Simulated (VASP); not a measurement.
# GaCuSe2 (I-42d) in VASP: single point with PBE

Aim: the single point of GaCuSe2 with PBE.

All numbers are computed with VASP 6.6.1; they aren't measurements. Logs are shortened: lines on timing, memory, paths and dates and some standing lists are left out, and cuts for length are marked.

## 1. The cell of the first run

Symmetry: I-42d, No. 122, tetragonal system. The conventional cell has a = 5.672 Å, b = 5.672 Å, c = 11.264 Å, α = 90.00°, β = 90.00°, γ = 90.00°. Ga (site symmetry -4) has 4 Se at 2.47 Å within 3.3 Å. Within 3.2 Å of Cu (site symmetry -4) lie 4 Se at 2.43 Å. Within 3.2 Å of Se (site symmetry 2) lie 2 Cu at 2.43 Å and 2 Ga at 2.47 Å.

## 2. Single point, PBE

INCAR reads:

```
SYSTEM = GaCuSe2
ALGO = Normal ; EDIFF = 1E-7
ENCUT = 520 ; GGA = PE
ISIF = 2 ; ISMEAR = -1
LASPH = .True. ; LCHARG = .False.
LREAL = .False. ; LWAVE = .False.
NBANDS = 46 ; NELM = 80
PREC = Accurate ; SIGMA = 0.1
```

KPOINTS reads:

```
k-points
0
Gamma
  7 7 7
  0 0 0
```

POSCAR reads:

```
GaCuSe2
1.0
   -2.8362187941      2.8362187941      5.6320115817
    2.8362187941     -2.8362187941      5.6320115817
    2.8362187941      2.8362187941     -5.6320115817
Ga Cu Se
2 2 4
Direct
    0.5000000000      0.5000000000      0.0000000000
    0.2500000000      0.7500000000      0.5000000000
    0.0000000000      0.0000000000      0.0000000000
    0.7500000000      0.2500000000      0.5000000000
    0.3750000000      0.3687574454      0.4937574454
    0.6312425546      0.1250000000      1.0062425546
    0.8750000000      0.8812425546      0.5062425546
    0.1187574454      0.6250000000     -0.0062425546
```

Potentials or basis: VASP PAW PBE potentials, release 64 (Ga_d, Cu, Se).

Run with:

```console
$ cat potpaw_PBE.64/Ga_d/POTCAR potpaw_PBE.64/Cu/POTCAR potpaw_PBE.64/Se/POTCAR > POTCAR
$ mpirun -np 1 vasp_std > vasp.out
```

OUTCAR:

```text
SYSTEM = GaCuSe2
   EDIFF = 1E-7
   ENCUT = 520
   GGA = PE
   ISIF = 2
   ISMEAR = -1
   LASPH = .True.
   LREAL = .False.
   NELM = 80
   PREC = Accurate

 ion  position               nearest neighbor table
   1  0.500  0.500  0.000-   6 2.47   7 2.47   8 2.47   5 2.47
   2  0.250  0.750  0.500-   7 2.47   5 2.47   6 2.47   8 2.47
   3  0.000  0.000  0.000-   7 2.43   6 2.43   5 2.43   8 2.43
   4  0.750  0.250  0.500-   6 2.43   5 2.43   7 2.43   8 2.43
   5  0.375  0.369  0.494-   3 2.43   4 2.43   1 2.47   2 2.47
   6  0.631  0.125  0.006-   4 2.43   3 2.43   1 2.47   2 2.47
   7  0.875  0.881  0.506-   3 2.43   4 2.43   2 2.47   1 2.47
   8  0.119  0.625  0.994-   3 2.43   4 2.43   2 2.47   1 2.47

  LATTYP: Found a body centered tetragonal cell.
 ALAT       =     5.6724375882
 C/A-ratio  =     1.9857465134

  Lattice vectors:

 A1 = (  -2.8362187941,   2.8362187941,   5.6320115817)
 A2 = (   2.8362187941,  -2.8362187941,   5.6320115817)
 A3 = (   2.8362187941,   2.8362187941,  -5.6320115817)

Analysis of symmetry for initial positions (statically):
=====================================================================
 Subroutine PRICEL returns:
 Original cell was already a primitive cell.

 Routine SETGRP: Setting up the symmetry group for a
 body centered tetragonal supercell.

 Subroutine GETGRP returns: Found  8 space group operations
 (whereof  4 operations were pure point group operations)
 out of a pool of 16 trial point group operations.

The static configuration has the point symmetry S_4 .
 The point group associated with its full space group is D_2d.

Analysis of symmetry for dynamics (positions and initial velocities):
=====================================================================
 Subroutine PRICEL returns:
 Original cell was already a primitive cell.

 Routine SETGRP: Setting up the symmetry group for a
 body centered tetragonal supercell.

 Subroutine GETGRP returns: Found  8 space group operations
 (whereof  4 operations were pure point group operations)
 out of a pool of 16 trial point group operations.

The dynamic configuration has the point symmetry S_4 .
 The point group associated with its full space group is D_2d.

 Subroutine INISYM returns: Found  8 space group operations
 (whereof  4 operations are pure point group operations),
 and found     1 'primitive' translations

----------------------------------------------------------------------------------------

                                     Primitive cell

  volume of cell :     181.2187

  direct lattice vectors                    reciprocal lattice vectors
    -2.836218794  2.836218794  5.632011582     0.000000000  0.176291054  0.088778227
     2.836218794 -2.836218794  5.632011582     0.176291054  0.000000000  0.088778227
     2.836218794  2.836218794 -5.632011582     0.176291054  0.176291054  0.000000000

  length of vectors
     6.914320542  6.914320542  6.914320542     0.197383153  0.197383153  0.249313199

  position of ions in fractional coordinates (direct lattice)
     0.500000000  0.500000000  0.000000000
     0.250000000  0.750000000  0.500000000
     0.000000000  0.000000000  0.000000000
     0.750000000  0.250000000  0.500000000
     0.375000000  0.368757445  0.493757445
     0.631242555  0.125000000  0.006242555
     0.875000000  0.881242555  0.506242555
     0.118757445  0.625000000  0.993757445

  ion indices of the primitive-cell ions
   primitive index   ion index
                 1           1
                 2           2
                 3           3
                 4           4
                 5           5
                 6           6
                 7           7
                 8           8

----------------------------------------------------------------------------------------

 KPOINTS: k-points

Automatic generation of k-mesh.
 Grid dimensions read from file:
 generate k-points for:    7    7    7

 Generating k-lattice:

  Cartesian coordinates                     Fractional coordinates (reciprocal lattice)
     0.000000000  0.025184436  0.012682604     0.142857143  0.000000000  0.000000000
     0.025184436  0.000000000  0.012682604     0.000000000  0.142857143  0.000000000
     0.025184436  0.025184436  0.000000000     0.000000000  0.000000000  0.142857143

  Length of vectors
     0.028197593  0.028197593  0.035616171

  Shift w.r.t. Gamma in fractional coordinates (k-lattice)
     0.000000000  0.000000000  0.000000000

 Subroutine IBZKPT returns following result:
 ===========================================

 Found     40 irreducible k-points:

 Following reciprocal coordinates:
            Coordinates               Weight
  0.000000  0.000000  0.000000      1.000000
  0.142857  0.000000 -0.000000      8.000000
  0.285714  0.000000  0.000000      8.000000
  0.428571  0.000000  0.000000      8.000000
  0.142857  0.142857 -0.000000      8.000000
  0.285714  0.142857 -0.000000     16.000000
[... 16 lines left out ...]
 -0.142857  0.285714  0.142857      8.000000
 -0.428571  0.428571  0.142857      8.000000
 [... further k-points ...]
   k-points           NKPTS =     40   k-points in BZ     NKDIM =     40   number of bands    NBANDS=     46
   number of dos      NEDOS =    301   number of ions     NIONS =      8
   total plane-waves  NPLWV = 157464
   dimension x,y,z NGX =    54 NGY =   54 NGZ =   54
   dimension x,y,z NGXF=   108 NGYF=  108 NGZF=  108
   ions per type =               2   2   4
   NGX,Y,Z   is equivalent  to a cutoff of  12.98, 12.98, 12.98 a.u.
   NGXF,Y,Z  is equivalent  to a cutoff of  25.97, 25.97, 25.97 a.u.
 SYSTEM =  GaCuSe2
   PREC   = accura    normal or accurate (medium, high low for compatibility)
   ISTART =      0    job   : 0-new  1-cont  2-samecut
   ICHARG =      2    charge: 1-file 2-atom 10-const
   ISPIN  =      1    spin polarized calculation?
   LNONCOLLINEAR =      F non collinear calculations
   LSORBIT =      F    spin-orbit coupling
   LASPH  =      T    aspherical Exc in radial PAW
   ENCUT  =  520.0 eV  38.22 Ry    6.18 a.u.  12.86 12.86 12.86*2*pi/ulx,y,z
   NELM   =     80;   NELMIN=  2; NELMDL= -5     # of ELM steps
   EDIFF  = 0.1E-06   stopping-criterion for ELM
   LREAL  =      F    real-space projection
   EDIFFG = 0.1E-05   stopping-criterion for IOM
   NSW    =      0    number of steps for IOM
   IBRION =     -1    ionic relax: 0-MD 1-quasi-New 2-CG
   NFREE  =      0    steps in history (QN), initial steepest desc. (CG)
   ISIF   =      2    stress and relaxation
   ISYM   =      2    0-nonsym 1-usesym 2-fastsym
   POTIM  = 0.5000    time-step for ionic-motion
   TEBEG  =    0.0;   TEEND  =   0.0 temperature during run
   PSTRESS=    0.0 pullay stress
   NELECT =      72.0000    total number of electrons
   NUPDOWN=      -1.0000    fix difference up-down
   EMIN   =  10.00;   EMAX   =-10.00  energy-range for DOS
   EFERMI =   0.00;   METHOD = LEGACY
   ISMEAR =    -1;   SIGMA  =   0.10  broadening in eV -4-tet -1-fermi 0-gaus
   EFERMI_NEDOS =   21; number of points for ismear=-14 and -15
   IALGO  =     38    algorithm
   IMIX   =      4    mixing-type and parameters
     AMIX     =   0.40;   BMIX     =  1.00
     AMIX_MAG =   1.60;   BMIX_MAG =  1.00
  volume/ion in A,a.u.               =      22.65       152.87
  Fermi-wavevector in a.u.,A,eV,Ry     =   1.203515  2.274313 19.707320  1.448447
  Thomas-Fermi vector in A             =   2.339266
   LORBIT       =      0    0 simple, 1 ext, 2 COOP (PROOUT), +10 PAW based schemes
   GGA     = PE    functional components
   LHFCALC =     F    Hartree Fock is set to
   AEXX    =    0.0000 exact exchange contribution
   IVDW    =     0    specifies the selected vdW correction
   LEPSILON=     F    determine dielectric tensor
   LRPA    =     F    only Hartree local field effects (RPA)
 non-spin polarized calculation
  energy-cutoff  :      520.00
  volume of cell :      181.22
 maximum number of plane-waves:      4909
 NGX is ok and might be reduce to    54
   NGX = 25   NGY = 25   NGZ = 25

 number of electron      72.0000011 magnetization

 Free energy of the ion-electron system (eV)
  ---------------------------------------------------
  ext. energy  EPLUGINS =         0.00000000
  ---------------------------------------------------
  free energy    TOTEN  =       -31.13103009 eV

  energy without entropy =      -31.12727933  energy(sigma->0) =      -31.12915471

 E-fermi :   3.9355     XC(G=0):  -9.4496

 val. band max:        3.6754016518   @ k =   0.0000   0.0000   0.0000
 cond. band min:       4.4963530515   @ k =  -0.1429  -0.1429   0.1429
 fundamental gap:      0.8209513997
 Fermi energy:         3.9354590967

 k-point     1 :       0.0000    0.0000    0.0000
  band No.  band energies     occupation
      1     -11.8004      2.00000
      2     -11.7982      2.00000
      3     -11.7982      2.00000
      4     -11.6767      2.00000
      5     -11.6637      2.00000
      6     -11.6637      2.00000
[... 38 lines left out ...]
     45       8.4274      0.00000
     46       8.6586      0.00000

 k-point     2 :       0.1429    0.0000   -0.0000
  band No.  band energies     occupation
      1     -11.8021      2.00000
      2     -11.7994      2.00000
      3     -11.7955      2.00000
      4     -11.6801      2.00000
      5     -11.6685      2.00000
      6     -11.6629      2.00000
[... 38 lines left out ...]
     45       8.5669      0.00000
     46       8.9147      0.00000

 k-point     3 :       0.2857    0.0000    0.0000
  band No.  band energies     occupation
      1     -11.8071      2.00000
      2     -11.8017      2.00000
      3     -11.7875      2.00000
      4     -11.6934      2.00000
      5     -11.6728      2.00000
      6     -11.6614      2.00000
[... 1018 lines left out ...]
     45       9.1932      0.00000
     46       9.5504      0.00000

 k-point    24 :      -0.4286    0.4286    0.1429
  band No.  band energies     occupation
      1     -11.8134      2.00000
      2     -11.8087      2.00000
      3     -11.7577      2.00000
      4     -11.7319      2.00000
      5     -11.6703      2.00000
      6     -11.6662      2.00000
[... 38 lines left out ...]
     45       9.1374      0.00000
     46       9.2836      0.00000

 [... further k-points ...]

------------------------ aborting loop because EDIFF is reached ----------------------------------------

  FORCE on cell =-STRESS in cart. coord.  units (eV):
  Direction    XX          YY          ZZ          XY          YZ          ZX
  --------------------------------------------------------------------------------------
  -------------------------------------------------------------------------------------
  Total        0.1937729      0.1937729      0.1873335      0.0000000      0.0000000      0.0000000
  in kB        1.7131708      1.7131708      1.6562394      0.0000000      0.0000000      0.0000000
  external PRESSURE =       1.6941937 kB  Pullay stress =       0.0000000 kB

 VOLUME and BASIS-vectors are now :
 -----------------------------------------------------------------------------
  energy-cutoff  :      520.00
  volume of cell :      181.22
      direct lattice vectors                 reciprocal lattice vectors
    -2.836218794  2.836218794  5.632011582     0.000000000  0.176291054  0.088778227
     2.836218794 -2.836218794  5.632011582     0.176291054  0.000000000  0.088778227
     2.836218794  2.836218794 -5.632011582     0.176291054  0.176291054  0.000000000

 POSITION                                       TOTAL-FORCE (eV/Angst)
 -----------------------------------------------------------------------------------
      0.00000      0.00000      5.63201         0.000000     -0.000000      0.000000
      2.83622      0.00000      2.81601         0.000000     -0.000000     -0.000000
      0.00000      0.00000      0.00000         0.000000     -0.000000      0.000000
      0.00000      2.83622      2.81601         0.000000     -0.000000     -0.000000
      1.38270      1.41811      1.40800         0.013289     -0.000000      0.000000
     -1.41811      1.45352      4.22401         0.000000     -0.013289     -0.000000
      1.45352      1.41811      7.04001        -0.013289     -0.000000     -0.000000
      4.25433      1.38270     -1.40800         0.000000      0.013289      0.000000
 -----------------------------------------------------------------------------------
    total drift:                               -0.000005     -0.000005     -0.000010

  FREE ENERGIE OF THE ION-ELECTRON SYSTEM (eV)
  ---------------------------------------------------
  free  energy   TOTEN  =       -31.1310300890 eV

  energy  without entropy=      -31.1272793318  energy(sigma->0) =      -31.12915471
```

It took 6.8 min on 1 thread of Intel Xeon Platinum 8559C (Emerald Rapids), shared host; peak memory 0.58 GiB.

What came out:

| Item | Value |
| --- | --- |
| Free energy | -31.1310 eV |
| Pressure | 0.2 GPa |
| Largest force | 0.013 eV/Å |

Forces on the atoms (eV/Å):
```
Ga   0.000  0.000  0.000
Ga   0.000  0.000  0.000
Cu   0.000  0.000  0.000
Cu   0.000  0.000  0.000
Se   0.013  0.000  0.000
Se   0.000 -0.013  0.000
Se  -0.013  0.000  0.000
Se   0.000  0.013  0.000
```
